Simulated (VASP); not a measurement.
A run of VASP 6.6.1:

The input INCAR:

```
PREC = Accurate
ENCUT = 520
EDIFF = 1E-6
ISMEAR = -1
SIGMA = 0.15
LREAL = False
LASPH = True
NELM = 80
ALGO = Normal
ISIF = 2
LWAVE = False
LCHARG = False
GGA = PS
NBANDS = 24
```

File KPOINTS:

```
regular mesh
0
Gamma
  10 10 8
```

Contents of POSCAR:

```
Y2SbN
1.0
    3.9645715478      0.0000000000      0.0000000000
    0.0000000000      3.9645715478      0.0000000000
    0.0000000000      0.0000000000      5.6695837911
Y Sb N
2 1 1
Direct
    0.0000000000      0.0000000000      0.0000000000
    0.5000000000      0.5000000000      0.5000000000
    0.0000000000      0.0000000000      0.5000000000
    0.5000000000      0.5000000000      0.0000000000
```

Potentials or basis: VASP PAW PBE potentials, release 64 (Y_sv, Sb, N).

Run with:

```sh
$ cat potpaw_PBE.64/Y_sv/POTCAR potpaw_PBE.64/Sb/POTCAR potpaw_PBE.64/N/POTCAR > POTCAR
$ mpirun -np 1 vasp_std > vasp.out
```

Hardware: 1 thread of Intel Xeon 8259CL, with other jobs on the host.

Task: Estimate the wall time of this run.

Result: It took 6 min on 1 thread of Intel Xeon 8259CL (shared host), peak memory 0.34 GiB. Counts: scf iterations 15, k points 105.
